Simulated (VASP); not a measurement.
A run of VASP 6.6.1 is set up as follows.

The input INCAR:

```
SYSTEM = CsB
ALGO = Normal
EDIFF = 1E-6
EDIFFG = -0.01
ENCUT = 600
GGA = PE
IBRION = 2
ISIF = 3
ISMEAR = 0
LASPH = .TRUE.
LCHARG = .FALSE.
LREAL = .FALSE.
LWAVE = .FALSE.
NELM = 100
NSW = 100
PREC = Accurate
SIGMA = 0.1
```

The input KPOINTS:

```
k-points
0
G
  16 16 12
  0 0 0
```

File POSCAR:

```
CsB
1.0
    3.6072615200      0.0000000000      0.0000000000
    0.0000000000      3.6072615200      0.0000000000
    0.0000000000      0.0000000000      4.3659608500
Cs B
1 1
Direct
    0.0000000000      0.0000000000      0.0000000000
    0.5000000000      0.5000000000      0.5000000000
```

Potentials or basis: VASP PAW PBE potentials, release 64 (Cs_sv, B).

Launch:

```bash
$ cat potpaw_PBE.64/Cs_sv/POTCAR potpaw_PBE.64/B/POTCAR > POTCAR
$ mpirun -np 1 vasp_std > vasp.out
```

(1) Predict the relaxed volume.

(2) Predict the space group after relaxing (to 0.05 Å).

(3) What does it give for the band gap on the k mesh?

Results:

(1) 32.37 Å³/atom.

(2) Pm-3m (No. 221).

(3) zero (band 6 reaches 3.26 eV, above the bottom of band 7 at 0.68 eV).

Caveat: spin-orbit coupling is left out, which moves the levels of the heavy elements.
